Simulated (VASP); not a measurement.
Here is a VASP 6.6.1 calculation.

The input INCAR:

```
SYSTEM = CsAuBr3
ALGO = Normal ; EDIFF = 1E-6
ENCUT = 520 ; ISIF = 2
ISMEAR = 0 ; LASPH = .TRUE.
LCHARG = .TRUE. ; LELF = .TRUE.
LREAL = .FALSE. ; LVHAR = .TRUE.
LWAVE = .FALSE. ; NBANDS = 52
NELM = 60 ; PREC = Accurate
SIGMA = 0.02
```

Contents of KPOINTS:

```
k-points
0
G
  6 6 6
  0 0 0
```

POSCAR

```
CsAuBr3
1.0
   -3.7447749402      3.7447749402      5.4673241861
    3.7447749402     -3.7447749402      5.4673241861
    3.7447749402      3.7447749402     -5.4673241861
Cs Au Br
2 2 6
Direct
    0.7500000000      0.2500000000      0.5000000000
    0.2500000000      0.7500000000      0.5000000000
    0.0000000000      0.0000000000      0.0000000000
    0.5000000000      0.5000000000      0.0000000000
    0.2340403020      0.2340403020      0.4680806041
    0.2340403020      0.7659596980      0.0000000000
    0.7659596980      0.7659596980      0.5319193959
    0.7659596980      0.2340403020      0.0000000000
    0.7224768816      0.7224768816      0.0000000000
    0.2775231184      0.2775231184      0.0000000000
```

Potentials or basis: VASP PAW LDA potentials, release 64 (Cs_sv, Au, Br).

The run is started by

```console
$ cat potpaw_LDA.64/Cs_sv/POTCAR potpaw_LDA.64/Au/POTCAR potpaw_LDA.64/Br/POTCAR > POTCAR
$ mpirun -np 1 vasp_std > vasp.out
```

Question: Predict the largest force.

Answer: 0.036 eV/Å.

Question: Estimate the band gap on the k mesh.

Answer: 0.10 eV (least direct gap 0.22 eV).

Question: Estimate the pressure.

Answer: 0.1 GPa.

Forces in eV/Å, atoms in the order of the input:
```
Cs   0.000  0.000  0.000
Cs   0.000  0.000  0.000
Au   0.000  0.000  0.000
Au   0.000  0.000  0.000
Br   0.020  0.020  0.000
Br  -0.020  0.020  0.000
Br  -0.020 -0.020  0.000
Br   0.020 -0.020  0.000
Br   0.000  0.000  0.036
Br   0.000  0.000 -0.036
```

Caveat: spin-orbit coupling is left out, which moves the levels of the heavy elements. A k mesh can miss the band edges.
